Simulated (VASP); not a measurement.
# Al (Im-3m) in VASP: a series of runs, part 2 of 2

VASP 6.6.1. Earlier steps stand in the parts before.

**4. Single point, PBE**

This run uses another cell than the first one, of 16.12 Å³/atom, 0.901 times its volume.

File INCAR:

```
PREC = Accurate ; ENCUT = 500
EDIFF = 1E-6 ; ISMEAR = 0
SIGMA = 0.1 ; LREAL = F
LASPH = T ; NELM = 120
ALGO = Normal ; ISIF = 2
LWAVE = F ; LCHARG = F
GGA = PE ; NBANDS = 8
GGA_COMPAT = F
```

File KPOINTS:

```
regular mesh
0
Gamma
  10 10 10
```

File POSCAR:

```
Al
1.0
   -1.5912186900      1.5912186900      1.5912186900
    1.5912186900     -1.5912186900      1.5912186900
    1.5912186900      1.5912186900     -1.5912186900
Al
1
Direct
    0.7200000000      0.5950000000      0.6680000000
```

Potentials or basis: VASP PAW PBE potentials, release 64 (Al).

The run is started by

```sh
$ cat potpaw_PBE.64/Al/POTCAR > POTCAR
$ mpirun -np 1 vasp_std > vasp.out
```

OUTCAR:

```text
PREC = Accurate
   ENCUT = 500
   EDIFF = 1E-6
   ISMEAR = 0
   LREAL = F
   LASPH = T
   NELM = 120
   ISIF = 2
   GGA = PE

 ion  position               nearest neighbor table
   1  0.720  0.595  0.668-

  LATTYP: Found a body centered cubic cell.
 ALAT       =     3.1824373800

  Lattice vectors:

 A1 = (  -1.5912186900,   1.5912186900,   1.5912186900)
 A2 = (   1.5912186900,  -1.5912186900,   1.5912186900)
 A3 = (   1.5912186900,   1.5912186900,  -1.5912186900)

Analysis of symmetry for initial positions (statically):
=====================================================================
 Subroutine PRICEL returns:
 Original cell was already a primitive cell.

 Routine SETGRP: Setting up the symmetry group for a
 body centered cubic supercell.

 Subroutine GETGRP returns: Found 48 space group operations
 (whereof  1 operations were pure point group operations)
 out of a pool of 48 trial point group operations.

The static configuration has the point symmetry C_1 .
 The point group associated with its full space group is O_h .

Analysis of symmetry for dynamics (positions and initial velocities):
=====================================================================
 Subroutine PRICEL returns:
 Original cell was already a primitive cell.

 Routine SETGRP: Setting up the symmetry group for a
 body centered cubic supercell.

 Subroutine GETGRP returns: Found 48 space group operations
 (whereof  1 operations were pure point group operations)
 out of a pool of 48 trial point group operations.

The dynamic configuration has the point symmetry C_1 .
 The point group associated with its full space group is O_h .

 Subroutine INISYM returns: Found 48 space group operations
 (whereof  1 operations are pure point group operations),
 and found     1 'primitive' translations

----------------------------------------------------------------------------------------

                                     Primitive cell

  volume of cell :      16.1157

  direct lattice vectors                    reciprocal lattice vectors
    -1.591218690  1.591218690  1.591218690     0.000000000  0.314224565  0.314224565
     1.591218690 -1.591218690  1.591218690     0.314224565  0.000000000  0.314224565
     1.591218690  1.591218690 -1.591218690     0.314224565  0.314224565  0.000000000

  length of vectors
     2.756071617  2.756071617  2.756071617     0.444380641  0.444380641  0.444380641

  position of ions in fractional coordinates (direct lattice)
     0.720000000  0.595000000  0.668000000

  ion indices of the primitive-cell ions
   primitive index   ion index
                 1           1

----------------------------------------------------------------------------------------

 KPOINTS: regular mesh

Automatic generation of k-mesh.
 Grid dimensions read from file:
 generate k-points for:   10   10   10

 Generating k-lattice:

  Cartesian coordinates                     Fractional coordinates (reciprocal lattice)
     0.000000000  0.031422456  0.031422456     0.100000000  0.000000000  0.000000000
     0.031422456  0.000000000  0.031422456     0.000000000  0.100000000  0.000000000
     0.031422456  0.031422456  0.000000000     0.000000000  0.000000000  0.100000000

  Length of vectors
     0.044438064  0.044438064  0.044438064

  Shift w.r.t. Gamma in fractional coordinates (k-lattice)
     0.000000000  0.000000000  0.000000000

 Subroutine IBZKPT returns following result:
 ===========================================

 Found     47 irreducible k-points:

 Following reciprocal coordinates:
            Coordinates               Weight
  0.000000  0.000000  0.000000      1.000000
  0.100000  0.000000  0.000000     12.000000
  0.200000  0.000000  0.000000     12.000000
  0.300000  0.000000  0.000000     12.000000
  0.400000  0.000000  0.000000     12.000000
  0.500000  0.000000  0.000000      6.000000
[... 16 lines left out ...]
  0.300000  0.300000  0.100000      8.000000
 -0.300000  0.300000  0.100000     24.000000
 [... further k-points ...]
   k-points           NKPTS =     47   k-points in BZ     NKDIM =     47   number of bands    NBANDS=      8
   number of dos      NEDOS =    301   number of ions     NIONS =      1
   total plane-waves  NPLWV =   8000
   dimension x,y,z NGX =    20 NGY =   20 NGZ =   20
   dimension x,y,z NGXF=    40 NGYF=   40 NGZF=   40
   ions per type =               1
   NGX,Y,Z   is equivalent  to a cutoff of  12.06, 12.06, 12.06 a.u.
   NGXF,Y,Z  is equivalent  to a cutoff of  24.13, 24.13, 24.13 a.u.
 SYSTEM =  unknown system
   PREC   = accura    normal or accurate (medium, high low for compatibility)
   ISTART =      0    job   : 0-new  1-cont  2-samecut
   ICHARG =      2    charge: 1-file 2-atom 10-const
   ISPIN  =      1    spin polarized calculation?
   LNONCOLLINEAR =      F non collinear calculations
   LSORBIT =      F    spin-orbit coupling
   LASPH  =      T    aspherical Exc in radial PAW
   ENCUT  =  500.0 eV  36.75 Ry    6.06 a.u.   5.02  5.02  5.02*2*pi/ulx,y,z
   NELM   =    120;   NELMIN=  2; NELMDL= -5     # of ELM steps
   EDIFF  = 0.1E-05   stopping-criterion for ELM
   LREAL  =      F    real-space projection
   EDIFFG = 0.1E-04   stopping-criterion for IOM
   NSW    =      0    number of steps for IOM
   IBRION =     -1    ionic relax: 0-MD 1-quasi-New 2-CG
   NFREE  =      0    steps in history (QN), initial steepest desc. (CG)
   ISIF   =      2    stress and relaxation
   ISYM   =      2    0-nonsym 1-usesym 2-fastsym
   POTIM  = 0.5000    time-step for ionic-motion
   TEBEG  =    0.0;   TEEND  =   0.0 temperature during run
   PSTRESS=    0.0 pullay stress
   NELECT =       3.0000    total number of electrons
   NUPDOWN=      -1.0000    fix difference up-down
   EMIN   =  10.00;   EMAX   =-10.00  energy-range for DOS
   EFERMI =   0.00;   METHOD = LEGACY
   ISMEAR =     0;   SIGMA  =   0.10  broadening in eV -4-tet -1-fermi 0-gaus
   EFERMI_NEDOS =   21; number of points for ismear=-14 and -15
   IALGO  =     38    algorithm
   IMIX   =      4    mixing-type and parameters
     AMIX     =   0.40;   BMIX     =  1.00
     AMIX_MAG =   1.60;   BMIX_MAG =  1.00
  volume/ion in A,a.u.               =      16.12       108.75
  Fermi-wavevector in a.u.,A,eV,Ry     =   0.934757  1.766435 11.888371  0.873771
  Thomas-Fermi vector in A             =   2.061595
   LORBIT       =      0    0 simple, 1 ext, 2 COOP (PROOUT), +10 PAW based schemes
   GGA     = PE    functional components
   LHFCALC =     F    Hartree Fock is set to
   AEXX    =    0.0000 exact exchange contribution
   IVDW    =     0    specifies the selected vdW correction
   LEPSILON=     F    determine dielectric tensor
   LRPA    =     F    only Hartree local field effects (RPA)
 non-spin polarized calculation
 Gauss-broadening in eV      SIGMA  =   0.10
  energy-cutoff  :      500.00
  volume of cell :       16.12
 maximum number of plane-waves:       420
   NGX =  9   NGY =  9   NGZ =  9

 number of electron       3.0000000 magnetization

 Free energy of the ion-electron system (eV)
  ---------------------------------------------------
  ext. energy  EPLUGINS =         0.00000000
  ---------------------------------------------------
  free energy    TOTEN  =        -3.65553191 eV

  energy without entropy =       -3.65366786  energy(sigma->0) =       -3.65459988

 E-fermi :   8.2180     XC(G=0): -10.2861

 val. band max:        8.1690210006   @ k =   0.5000   0.5000   0.4000
 cond. band min:       8.2334518707   @ k =  -0.4000   0.4000   0.2000
 fundamental gap:      0.0644308701
 Fermi energy:         8.2179917038

 k-point     1 :       0.0000    0.0000    0.0000
  band No.  band energies     occupation
      1      -3.0446      2.00000
      2      21.6658      0.00000
      3      21.6658      0.00000
      4      21.6658      0.00000
      5      23.3069      0.00000
      6      23.3069      0.00000
      7      23.3069      0.00000
      8      24.7549      0.00000
[... 243 lines left out ...]
 k-point    24 :      -0.3000    0.3000    0.1000
  band No.  band energies     occupation
      1      -0.1497      2.00000
      2      10.9376      0.00000
      3      15.2790      0.00000
      4      17.6822      0.00000
      5      20.4138      0.00000
      6      21.3504      0.00000
      7      23.9222      0.00000
      8      29.7959      0.00000

 [... further k-points ...]

------------------------ aborting loop because EDIFF is reached ----------------------------------------

  FORCE on cell =-STRESS in cart. coord.  units (eV):
  Direction    XX          YY          ZZ          XY          YZ          ZX
  --------------------------------------------------------------------------------------
  -------------------------------------------------------------------------------------
  Total        0.4327941      0.4327941      0.4327941     -0.0000000      0.0000000     -0.0000000
  in kB       43.0271238     43.0271238     43.0271238     -0.0000000      0.0000000     -0.0000000
  external PRESSURE =      43.0271238 kB  Pullay stress =       0.0000000 kB

 VOLUME and BASIS-vectors are now :
 -----------------------------------------------------------------------------
  energy-cutoff  :      500.00
  volume of cell :       16.12
      direct lattice vectors                 reciprocal lattice vectors
    -1.591218690  1.591218690  1.591218690     0.000000000  0.314224565  0.314224565
     1.591218690 -1.591218690  1.591218690     0.314224565  0.000000000  0.314224565
     1.591218690  1.591218690 -1.591218690     0.314224565  0.314224565  0.000000000

 POSITION                                       TOTAL-FORCE (eV/Angst)
 -----------------------------------------------------------------------------------
      0.86403      1.26184      1.02952         0.000000     -0.000000      0.000000
 -----------------------------------------------------------------------------------
    total drift:                                0.000001      0.000001      0.000000

  FREE ENERGIE OF THE ION-ELECTRON SYSTEM (eV)
  ---------------------------------------------------
  free  energy   TOTEN  =        -3.6555319102 eV

  energy  without entropy=       -3.6536678597  energy(sigma->0) =       -3.65459988
```

stdout:

```text
POSCAR found type information on POSCAR Al
 POSCAR found :  1 types and       1 ions
 scaLAPACK will be used
 LDA part: xc-table for (Slater+PW92), standard interpolation
 POSCAR, INCAR and KPOINTS ok, starting setup
 FFT: planning ... GRIDC
 FFT: planning ... GRID_SOFT
 FFT: planning ... GRID
 WAVECAR not read
 entering main loop
```

Run time: 8.2 s. Hardware: 1 thread of AMD EPYC 7R13, shared host; peak memory 0.09 GiB.

Results:

- Free energy: -3.6555 eV
- Pressure: 4.3 GPa

Levels at points of the mesh, in eV from the Fermi level:
```
           k point  band 1  band 2  band 3  band 4  band 5  band 6
(0.00, 0.00, 0.00)  -11.26   13.45   13.45   13.45   15.09   15.09
(0.50, 0.00, 0.00)   -4.37   -3.85    8.36    8.38   10.18   11.66
(0.50, 0.50, 0.50)    1.94    1.94    1.94    2.98    2.98    5.91
```

**5. Single point, PBE**

This run uses another cell than the first one, of 16.12 Å³/atom, 0.901 times its volume.

File INCAR:

```
ALGO = Normal ; EDIFF = 1E-6
ENCUT = 500 ; GGA = PE
GGA_COMPAT = False ; ISIF = 2
ISMEAR = 0 ; ISYM = 0
LASPH = True ; LCHARG = False
LREAL = False ; LWAVE = False
NBANDS = 8 ; NELECT = 3.1
NELM = 120 ; PREC = Accurate
SIGMA = 0.1
```

File KPOINTS:

```
k-points
0
Gamma
  10 1 11
```

POSCAR, as its differences from that of step 4:

```diff
@@ -8,2 +8,2 @@
 Direct
-    0.7200000000      0.5950000000      0.6680000000
+    0.0000000000      0.0000000000      0.0000000000
```

The run is started by

```sh
$ cat potpaw_PBE.64/Al/POTCAR > POTCAR
$ mpirun -np 1 vasp_std > vasp.out
```

Wall time 8.3 s (1 thread of AMD EPYC 7R13, shared host); peak memory 0.09 GiB.

The run converged, but its numbers aren't listed here, since they failed a check.

Caveat: the k points lie up to 2.79 Å⁻¹ apart; the cell carries a net charge on a neutralising background, which shifts energy and pressure; the cell is charged against a uniform background, so pressure and absolute levels hang on convention.

**6. Overview**

```csv
level,spin,fixed moment (μB),cell,k mesh,gap on the mesh (eV),pressure (GPa)
PBE,off,-,"a = 2.854 Å, angles 109.5°, 1 atom",3 × 3 × 3,none,-4.9
RPBE+D3(BJ),"collinear, ferromagnetic start",2.0,"a = 2.756 Å, angles 109.5°, 1 atom",2 × 2 × 2,-,14.1
PBE,off,-,"a = 2.756 Å, angles 109.5°, 1 atom",10 × 10 × 10,none,4.3
```

Alike in all rows: task single point; potentials or basis VASP PAW PBE potentials, release 64 (Al); cutoff (eV) 500; smearing gaussian 0.1 eV.

Caveats: some runs use coarse meshes; the PAW data sets were made with another functional, which shifts forces and pressure a little (some runs); the total moment is fixed, so each spin has its own Fermi level (some runs).

Absolute energies hang on the potentials; compare differences alone.
